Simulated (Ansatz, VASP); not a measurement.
ZnRe: VASP beside Ansatz

```
CELL_PARAMETERS angstrom
2.74822 0.00000 0.00000
-1.37411 2.38003 0.00000
0.00000 0.00000 4.49407
ATOMIC_POSITIONS crystal
Zn 0.00000 0.00000 0.00000
Re 0.40611 0.73944 0.50000
```

Change from the starting cell: all Re atoms moved -0.200 Å, as atom 2 towards its neighbour atom 2 (Re) at 2.748 Å.

Alike in both runs: task single point; functional PBEsol; k mesh 21 × 21 × 10; occupations gaussian, width 0.15 eV; no spin polarisation.

|  | VASP | Ansatz |
| --- | --- | --- |
| version | VASP 6.6.1 | Ansatz 0.2.0 |
| potentials or method | VASP PAW PBE potentials, release 64 (Zn, Re_sv_GW), cutoff 500 eV | scalar-relativistic, plane waves, PAW |
| valence electrons in the cell | 27 | 27 |

|  | VASP | Ansatz | Ansatz less VASP |
| --- | --- | --- | --- |
| gap on the k mesh at the Fermi level (eV) | none | none | - |
| pressure (GPa) | -9.5 | -8.6 | +0.90 |
| traceless stress, the component that is largest in VASP (GPa) | -1.68 | -1.53 | +0.153 |
| rms of the force components (eV/Å) | 0.198 | 0.197 | -0.0010 |

VASP's potentials were made for PBE, not for PBEsol. Atom by atom the forces differ by 0.001 eV/Å (rms over components). A gap of «none» marks a metal or a gap that the smearing closes.

Neither program's run includes spin-orbit coupling.
